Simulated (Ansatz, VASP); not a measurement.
HgTe in VASP and in Ansatz

File INCAR:

```
SYSTEM = HgTe
PREC = Accurate
ENCUT = 520
EDIFF = 1E-6
ISMEAR = 0
SIGMA = 0.1
LREAL = .False.
LASPH = .True.
NELM = 60
ALGO = Normal
ISIF = 2
LWAVE = .False.
LCHARG = .False.
GGA = PE
NBANDS = 16
```

File KPOINTS:

```
regular mesh
0
Gamma
  12 12 12
  0 0 0
```

File POSCAR:

```
HgTe
1.0
    0.0000000000      3.3474758100      3.3474758100
    3.3474758100      0.0000000000      3.3474758100
    3.3474758100      3.3474758100      0.0000000000
Hg Te
1 1
Direct
    0.0000000000      0.0000000000      0.0000000000
    0.7500000000      0.7500000000      0.7500000000
```

Input for Ansatz:

```yaml
crystal:
  lattice:
    - [0.0, 3.34747581, 3.34747581]
    - [3.34747581, 0.0, 3.34747581]
    - [3.34747581, 3.34747581, 0.0]
  atoms:
    - { symbol: Hg, position: [0.0, 0.0, 0.0] }
    - { symbol: Te, position: [0.75, 0.75, 0.75] }
basis:
  ecutwfc: 420
kpoints:
  mp_grid: { grid: [12, 12, 12] }
hamiltonian:
  xc: pbe
scf:
  occupations: { method: gaussian, width: 0.1 }
output:
  forces: true
  stress: true
  eigenvalues: true
  populations: true
```

Alike in both runs: task single point; functional PBE; k mesh 12 × 12 × 12; occupations gaussian, width 0.1 eV; no spin polarisation.

|  | VASP | Ansatz |
| --- | --- | --- |
| version | VASP 6.6.1 | Ansatz 0.2.0 |
| potentials or method | VASP PAW PBE potentials, release 64 (Hg, Te), cutoff 520 eV | scalar-relativistic, plane waves, PAW |
| valence electrons in the cell | 18 | 36 |

```tsv
	VASP	Ansatz	Ansatz less VASP
gap on the k mesh at the Fermi level (eV)	none	none	-
pressure (GPa)	-0.6	-0.6	-0.04
```

A gap of «none» marks a metal or a gap that the smearing closes. The functional is the same, so the differences come from potentials, cutoffs and numerics. VASP's potentials hold 18 valence electrons a cell and Ansatz's 36, so a difference there can come from the potentials and not from the codes.

Spin-orbit coupling is off throughout.
